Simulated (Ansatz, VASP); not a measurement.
**Mg4CdS3: VASP beside Ansatz**

```
CELL_PARAMETERS angstrom
-3.37226 3.37226 3.37226
3.37226 -3.37226 3.37226
3.37226 3.37226 -3.37226
ATOMIC_POSITIONS crystal
Mg 0.50000 0.50000 0.50000
Mg 0.00000 0.00000 0.50000
Mg 0.00000 0.50000 0.00000
Mg 0.50000 0.00000 0.00000
Cd 0.00000 0.00000 0.00000
S 0.00000 0.50000 0.50000
S 0.50000 0.00000 0.50000
S 0.50000 0.50000 0.00000
```

Alike in both runs: functional PBE; k mesh 3 × 3 × 3; occupations gaussian, width 0.2 eV; no spin polarisation.

Ansatz relaxed the structure, and its values are those at the end. VASP's run is a single point on that final structure, the one shown.

|  | VASP | Ansatz |
| --- | --- | --- |
| version | VASP 6.6.1 | Ansatz 0.2.0 |
| potentials or method | VASP PAW PBE potentials, release 64 (Mg, Cd, S), cutoff 600 eV | scalar-relativistic, plane waves, PAW |
| valence electrons in the cell | 38 | 78 |

Ansatz gave:

| Item | Value |
| --- | --- |
| gap on the k mesh at the Fermi level (eV) | none |
| pressure (GPa) | -0.5 |

Q: What did VASP give for the same quantities?

A: gap on the k mesh at the Fermi level (eV): none; pressure (GPa): -0.6.

A gap of «none» marks a metal or a gap that the smearing closes. VASP's potentials hold 38 valence electrons a cell and Ansatz's 78, so a difference there can come from the potentials and not from the codes.

The k mesh is coarse, so the values compare programs but aren't converged.
